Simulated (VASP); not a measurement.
A run of VASP 6.6.1:

INCAR

```
  ALGO = Normal
  EDIFF = 1E-7
  EDIFFG = -0.01
  ENCUT = 600
  GGA = PE
  IBRION = 2
  ISIF = 3
  ISMEAR = 0
  LASPH = T
  LCHARG = F
  LREAL = F
  LWAVE = F
  NELM = 60
  NSW = 100
  PREC = Accurate
  SIGMA = 0.1
```

File KPOINTS:

```
k-points
0
Gamma
  12 12 6
```

The input POSCAR:

```
NaBe5H
1.0
    4.7660616110      0.0000000000      0.0000000000
   -2.3830308055      4.1275304311      0.0000000000
    0.0000000000      0.0000000000      7.3335224282
Na Be H
1 5 1
Direct
    0.0000000000      0.0000000000      0.5000000000
    0.5000000000      0.0000000000      0.5000000000
    0.0000000000      0.5000000000      0.5000000000
    0.5000000000      0.5000000000      0.5000000000
    0.0000000000      0.0000000000      0.1932912781
    0.0000000000      0.0000000000      0.8067087219
    0.0000000000      0.0000000000      0.0000000000
```

Potentials or basis: VASP PAW PBE potentials, release 64 (Na_pv, Be, H).

The run is started by

```sh
$ cat potpaw_PBE.64/Na_pv/POTCAR potpaw_PBE.64/Be/POTCAR potpaw_PBE.64/H/POTCAR > POTCAR
$ mpirun -np 1 vasp_std > vasp.out
```

Hardware: 1 thread of Intel(R) Xeon(R) Platinum 8375C CPU @ 2.90GHz (Ice Lake), on a shared host.

How long does it take, and how much memory?

Run time: 11 min on 1 thread of Intel(R) Xeon(R) Platinum 8375C CPU @ 2.90GHz (Ice Lake) (shared host), peak memory 0.41 GiB. Counts: scf iterations 43, k points 76, ion steps 5.
